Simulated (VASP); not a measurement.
# Al2Cu (Khatyrkite) (I4/mcm) in VASP: single point with PBE

Aim: the single point of Al2Cu (Khatyrkite) with PBE.

Program: VASP 6.6.1. These are calculated values, not measurements. Logs are shortened: lines on timing, memory, paths and dates and some standing lists are left out, and cuts for length are marked.

## 1. The cell of the first run

Symmetry: I4/mcm, No. 140, tetragonal system. Conventional cell: a = 6.067 Å, b = 6.067 Å, c = 4.877 Å, α = 90.00°, β = 90.00°, γ = 90.00°. Within 3.4 Å of Al (site symmetry m2m) lie 4 Cu at 2.59 Å and 11 Al at 2.71 to 3.23 Å. Within 3.2 Å of Cu (site symmetry 422) lie 2 Cu at 2.44 Å and 8 Al at 2.59 Å.

## 2. Single point, PBE

The input, INCAR:

```
  ALGO = Normal
  EDIFF = 1E-6
  ENCUT = 520
  GGA = PE
  ISIF = 2
  ISMEAR = -1
  LASPH = True
  LCHARG = True
  LELF = True
  LREAL = False
  LVHAR = True
  LWAVE = False
  NBANDS = 26
  NELM = 60
  PREC = Accurate
  SIGMA = 0.05
```

The input, KPOINTS:

```
k-points
0
Gamma
  7 7 7
```

The input, POSCAR:

```
Al2Cu
1.0
   -3.0335000000      3.0335000000      2.4385000000
    3.0335000000     -3.0335000000      2.4385000000
    3.0335000000      3.0335000000     -2.4385000000
Al Cu
4 2
Direct
    0.6581000000      0.1581000000      0.8162000000
    0.1581000000      0.3419000000      0.5000000000
    0.3419000000      0.8419000000      0.1838000000
    0.8419000000      0.6581000000      0.5000000000
    0.2500000000      0.2500000000      0.0000000000
    0.7500000000      0.7500000000      0.0000000000
```

Potentials or basis: VASP PAW PBE potentials, release 64 (Al, Cu).

On the command line:

```
$ cat potpaw_PBE.64/Al/POTCAR potpaw_PBE.64/Cu/POTCAR > POTCAR
$ mpirun -np 1 vasp_std > vasp.out
```

OUTCAR:

```text
EDIFF = 1E-6
   ENCUT = 520
   GGA = PE
   ISIF = 2
   ISMEAR = -1
   LASPH = True
   LREAL = False
   NELM = 60
   PREC = Accurate

 ion  position               nearest neighbor table
   1  0.658  0.158  0.816-   5 2.59   6 2.59   5 2.59   6 2.59   3 2.71   3 2.90   3 2.90   2 3.10
                             4 3.10   4 3.10   2 3.10   2 3.23   4 3.23   4 3.23   2 3.23
   2  0.158  0.342  0.500-   5 2.59   5 2.59   6 2.59   6 2.59   4 2.71   4 2.90   4 2.90   1 3.10
                             3 3.10   1 3.10   3 3.10   1 3.23   3 3.23   3 3.23   1 3.23
   3  0.342  0.842  0.184-   5 2.59   6 2.59   5 2.59   6 2.59   1 2.71   1 2.90   1 2.90   4 3.10
                             2 3.10   2 3.10   4 3.10   4 3.23   2 3.23   4 3.23   2 3.23
   4  0.842  0.658  0.500-   6 2.59   6 2.59   5 2.59   5 2.59   2 2.71   2 2.90   2 2.90   1 3.10
                             3 3.10   1 3.10   3 3.10   1 3.23   3 3.23   1 3.23   3 3.23
   5  0.250  0.250  0.000-   6 2.44   6 2.44   1 2.59   3 2.59   1 2.59   3 2.59   2 2.59   2 2.59
                             4 2.59   4 2.59
   6  0.750  0.750  0.000-   5 2.44   5 2.44   1 2.59   3 2.59   1 2.59   3 2.59   4 2.59   4 2.59
                             2 2.59   2 2.59

  LATTYP: Found a body centered tetragonal cell.
 ALAT       =     6.0670000000
 C/A-ratio  =     0.8038569309

  Lattice vectors:

 A1 = (  -3.0335000000,   3.0335000000,   2.4385000000)
 A2 = (   3.0335000000,  -3.0335000000,   2.4385000000)
 A3 = (   3.0335000000,   3.0335000000,  -2.4385000000)

Analysis of symmetry for initial positions (statically):
=====================================================================
 Subroutine PRICEL returns:
 Original cell was already a primitive cell.

 Routine SETGRP: Setting up the symmetry group for a
 body centered tetragonal supercell.

 Subroutine GETGRP returns: Found 16 space group operations
 (whereof  8 operations were pure point group operations)
 out of a pool of 16 trial point group operations.

The static configuration has the point symmetry C_4h.
 The point group associated with its full space group is D_4h.

Analysis of symmetry for dynamics (positions and initial velocities):
=====================================================================
 Subroutine PRICEL returns:
 Original cell was already a primitive cell.

 Routine SETGRP: Setting up the symmetry group for a
 body centered tetragonal supercell.

 Subroutine GETGRP returns: Found 16 space group operations
 (whereof  8 operations were pure point group operations)
 out of a pool of 16 trial point group operations.

The dynamic configuration has the point symmetry C_4h.
 The point group associated with its full space group is D_4h.

 Subroutine INISYM returns: Found 16 space group operations
 (whereof  8 operations are pure point group operations),
[... 102 lines left out ...]
   ENCUT  =  520.0 eV  38.22 Ry    6.18 a.u.   9.18  9.18  9.18*2*pi/ulx,y,z
   NELM   =     60;   NELMIN=  2; NELMDL= -5     # of ELM steps
   EDIFF  = 0.1E-05   stopping-criterion for ELM
   LREAL  =      F    real-space projection
   EDIFFG = 0.1E-04   stopping-criterion for IOM
   NSW    =      0    number of steps for IOM
   IBRION =     -1    ionic relax: 0-MD 1-quasi-New 2-CG
   NFREE  =      0    steps in history (QN), initial steepest desc. (CG)
   ISIF   =      2    stress and relaxation
   ISYM   =      2    0-nonsym 1-usesym 2-fastsym
   POTIM  = 0.5000    time-step for ionic-motion
   TEBEG  =    0.0;   TEEND  =   0.0 temperature during run
   PSTRESS=    0.0 pullay stress
   NELECT =      34.0000    total number of electrons
   NUPDOWN=      -1.0000    fix difference up-down
   EMIN   =  10.00;   EMAX   =-10.00  energy-range for DOS
[... 5 lines left out ...]
     AMIX     =   0.40;   BMIX     =  1.00
     AMIX_MAG =   1.60;   BMIX_MAG =  1.00
  volume/ion in A,a.u.               =      14.96       100.95
  Fermi-wavevector in a.u.,A,eV,Ry     =   1.184525  2.238428 19.090326  1.403099
  Thomas-Fermi vector in A             =   2.320737
   LORBIT       =      0    0 simple, 1 ext, 2 COOP (PROOUT), +10 PAW based schemes
   GGA     = PE    functional components
   LHFCALC =     F    Hartree Fock is set to
   AEXX    =    0.0000 exact exchange contribution
   IVDW    =     0    specifies the selected vdW correction
   LEPSILON=     F    determine dielectric tensor
   LRPA    =     F    only Hartree local field effects (RPA)
 non-spin polarized calculation
  energy-cutoff  :      520.00
  volume of cell :       89.76
 maximum number of plane-waves:      2431
 NGX is ok and might be reduce to    40
   NGX = 19   NGY = 19   NGZ = 19

 number of electron      33.9999978 magnetization

 Free energy of the ion-electron system (eV)
  ---------------------------------------------------
  ext. energy  EPLUGINS =         0.00000000
  ---------------------------------------------------
  free energy    TOTEN  =       -23.39242061 eV

  energy without entropy =      -23.38294174  energy(sigma->0) =      -23.38768117

 E-fermi :   8.0093     XC(G=0): -10.8409

 val. band max:        7.9748743095   @ k =   0.0000   0.0000   0.0000
 cond. band min:       8.0111504848   @ k =  -0.2857  -0.4286   0.2857
 fundamental gap:      0.0362761753
 Fermi energy:         8.0093092571

 k-point     1 :       0.0000    0.0000    0.0000
  band No.  band energies     occupation
      1      -2.7872      2.00000
      2       2.6476      2.00000
      3       2.8614      2.00000
      4       2.8614      2.00000
      5       2.8861      2.00000
      6       3.7622      2.00000
[... 685 lines left out ...]
     25      13.9105      0.00000
     26      14.1358      0.00000

 [... further k-points ...]
[... 5 lines left out ...]
  --------------------------------------------------------------------------------------
  -------------------------------------------------------------------------------------
  Total       -0.1991998     -0.1991998      0.1546475      0.0000000     -0.0000000      0.0000000
  in kB       -3.5557299     -3.5557299      2.7604680      0.0000000     -0.0000000      0.0000000
  external PRESSURE =      -1.4503306 kB  Pullay stress =       0.0000000 kB

 VOLUME and BASIS-vectors are now :
 -----------------------------------------------------------------------------
  energy-cutoff  :      520.00
  volume of cell :       89.76
      direct lattice vectors                 reciprocal lattice vectors
    -3.033500000  3.033500000  2.438500000     0.000000000  0.164826108  0.205044084
     3.033500000 -3.033500000  2.438500000     0.164826108  0.000000000  0.205044084
     3.033500000  3.033500000 -2.438500000     0.164826108  0.164826108  0.000000000

 POSITION                                       TOTAL-FORCE (eV/Angst)
 -----------------------------------------------------------------------------------
      0.95919      3.99269     -0.00000        -0.001097     -0.001097     -0.000000
      2.07431      0.95919      0.00000         0.001097     -0.001097     -0.000000
      2.07431     -0.95919      2.43850         0.001097      0.001097      0.000000
      0.95919      2.07431      2.43850        -0.001097      0.001097     -0.000000
      0.00000      0.00000      1.21925         0.000000     -0.000000      0.000000
      0.00000      0.00000      3.65775        -0.000000     -0.000000      0.000000
 -----------------------------------------------------------------------------------
    total drift:                               -0.000000     -0.000000      0.000000

  FREE ENERGIE OF THE ION-ELECTRON SYSTEM (eV)
  ---------------------------------------------------
  free  energy   TOTEN  =       -23.3924206077 eV

  energy  without entropy=      -23.3829417388  energy(sigma->0) =      -23.38768117
```

OSZICAR:

```text
N       E                     dE             d eps       ncg     rms          rms(c)
DAV:   1     0.187523815130E+03    0.18752E+03   -0.13640E+04  2080   0.145E+03
DAV:   2    -0.158294147087E+02   -0.20335E+03   -0.19093E+03  2098   0.288E+02
DAV:   3    -0.276806576012E+02   -0.11851E+02   -0.11118E+02  2654   0.893E+01
DAV:   4    -0.280414099906E+02   -0.36075E+00   -0.35881E+00  3126   0.136E+01
DAV:   5    -0.280461877962E+02   -0.47778E-02   -0.47771E-02  3104   0.158E+00    0.215E+01
DAV:   6    -0.338091376831E+02   -0.57629E+01   -0.10830E+02  2540   0.277E+02    0.183E+01
DAV:   7    -0.239521007834E+02    0.98570E+01   -0.29402E+01  2552   0.108E+02    0.472E+00
DAV:   8    -0.234064811706E+02    0.54562E+00   -0.30001E+00  3224   0.368E+01    0.108E+00
DAV:   9    -0.233929492792E+02    0.13532E-01   -0.20671E-01  2456   0.303E+00    0.325E-01
DAV:  10    -0.233970891927E+02   -0.41399E-02   -0.15295E-02  3644   0.236E+00    0.583E-01
DAV:  11    -0.233959886256E+02    0.11006E-02   -0.94488E-04  3306   0.442E-01    0.463E-01
DAV:  12    -0.233923425967E+02    0.36460E-02   -0.11287E-02  3022   0.292E+00    0.586E-02
DAV:  13    -0.233924295327E+02   -0.86936E-04   -0.93492E-04  2298   0.204E-01    0.435E-02
DAV:  14    -0.233924240040E+02    0.55286E-05   -0.26067E-05  3372   0.649E-02    0.144E-02
DAV:  15    -0.233924205660E+02    0.34381E-05   -0.13222E-05  2986   0.966E-02    0.599E-03
DAV:  16    -0.233924206077E+02   -0.41744E-07   -0.74326E-07  1282   0.166E-02
   1 F= -.23392421E+02 E0= -.23387681E+02  d E =-.947887E-02
```

It took 83 s on 1 thread of Intel Xeon Platinum 8488C (Sapphire Rapids), shared host; peak memory 0.27 GiB.

What came out:

- Free energy: -23.3924 eV
- Pressure: -0.1 GPa
- Band gap on the k mesh: zero (band 17 reaches 10.00 eV, above the bottom of band 18 at 6.32 eV)

Stress tensor (GPa, compression positive):
```
-0.36  0.00  0.00
 0.00 -0.36  0.00
 0.00  0.00  0.28
```

Levels at points of the mesh, in eV from the Fermi level:
```tsv
k point	band 15	band 16	band 17	band 18	band 19	band 20
(0.00, 0.00, 0.00)	-1.39	-1.25	-1.25	-0.91	-0.47	-0.03
```
